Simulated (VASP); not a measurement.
A run of VASP 6.6.1 is set up as follows.

INCAR

```
ALGO     = Normal         # electronic algorithm
EDIFF    = 1E-7           # SCF threshold, eV
ENCUT    = 520            # plane-wave cutoff, eV
GGA      = PS             # functional
ISIF     = 2              # what is computed and relaxed
ISMEAR   = 0              # smearing method
LASPH    = True           # aspherical terms in the spheres
LCHARG   = True           # write CHGCAR
LELF     = True           # ELF
LREAL    = False          # projectors in reciprocal space
LVHAR    = True         
LWAVE    = False          # write WAVECAR
NBANDS   = 31             # bands
NELM     = 60             # most SCF steps
PREC     = Accurate       # precision mode
SIGMA    = 0.05           # smearing width, eV
```

The input KPOINTS:

```
k-points
0
Gamma
  6 6 6
```

POSCAR

```
Al3GaN4
1.0
    4.5393319947     -0.0808706234     -0.0808706234
   -0.0808706234      4.5393319947     -0.0808706234
   -0.0808706234     -0.0808706234      4.5393319947
Al Ga N
3 1 4
Direct
    0.5000000000      0.5000000000      0.0000000000
    0.5000000000      0.0000000000      0.5000000000
    0.0000000000      0.5000000000      0.5000000000
    0.0000000000      0.0000000000      0.0000000000
    0.7447140287      0.7447140287      0.2552859713
    0.7447140287      0.2552859713      0.7447140287
    0.2552859713      0.7447140287      0.7447140287
    0.2552859713      0.2552859713      0.2552859713
```

Potentials or basis: VASP PAW PBE potentials, release 64 (Al, Ga_d, N).

Launch:

```console
$ cat potpaw_PBE.64/Al/POTCAR potpaw_PBE.64/Ga_d/POTCAR potpaw_PBE.64/N/POTCAR > POTCAR
$ mpirun -np 1 vasp_std > vasp.out
```

(1) What does it give for the pressure?

(2) Estimate the largest force.

(3) What does it give for the band gap on the k mesh?

Answers

(1) -13.9 GPa.

(2) 0.436 eV/Å.

(3) 2.56 eV.

Caveat: the cell stands under tension; the PAW data sets were made with another functional, which shifts forces and pressure a little.
